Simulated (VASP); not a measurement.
Here is a VASP 6.6.1 calculation.

The input INCAR:

```
PREC     = Accurate       # precision mode
ENCUT    = 600            # plane-wave cutoff, eV
EDIFF    = 1E-6           # SCF threshold, eV
ISMEAR   = 0              # smearing method
SIGMA    = 0.1            # smearing width, eV
LREAL    = F              # projectors in reciprocal space
LASPH    = T              # aspherical terms in the spheres
NELM     = 100            # most SCF steps
ALGO     = Normal         # electronic algorithm
ISIF     = 3              # what is computed and relaxed
LWAVE    = F              # write WAVECAR
LCHARG   = F              # write CHGCAR
GGA      = PE             # functional
IBRION   = 2              # ionic algorithm
NSW      = 90             # ionic steps
EDIFFG   = -0.04          # ionic threshold
```

Contents of KPOINTS:

```
regular mesh
0
Gamma
  6 6 4
```

POSCAR

```
Zr2Si3
1.0
    3.8257652589      0.0000000000      0.0000000000
   -1.9128826294      3.3132099031      0.0000000000
    0.0000000000      0.0000000000      5.9522692987
Zr Si
2 3
Direct
    0.3333333333      0.6666666667      0.2450000000
    0.6666666667      0.3333333333      0.7550000000
    0.0000000000      0.0000000000      0.0000000000
    0.3333333333      0.6666666667      0.6450000000
    0.6666666667      0.3333333333      0.3550000000
```

Potentials or basis: VASP PAW PBE potentials, release 64 (Zr_sv, Si).

Launch:

```sh
$ cat potpaw_PBE.64/Zr_sv/POTCAR potpaw_PBE.64/Si/POTCAR > POTCAR
$ mpirun -np 1 vasp_std > vasp.out
```

What does it give for the space group after relaxing (to 0.1 Å)?

P-3m1 (No. 164).

Predict the band gap on the k mesh.

zero (bands 18 and 19 overlap by 0.51 eV).

Estimate the relaxed cell.

a = 3.744 Å, b = 3.744 Å, c = 7.744 Å, α = 90.00°, β = 90.00°, γ = 120.00°.

Stress tensor (GPa, compression positive):
```
 0.04  0.00  0.00
 0.00  0.04  0.00
 0.00  0.00 -0.08
```
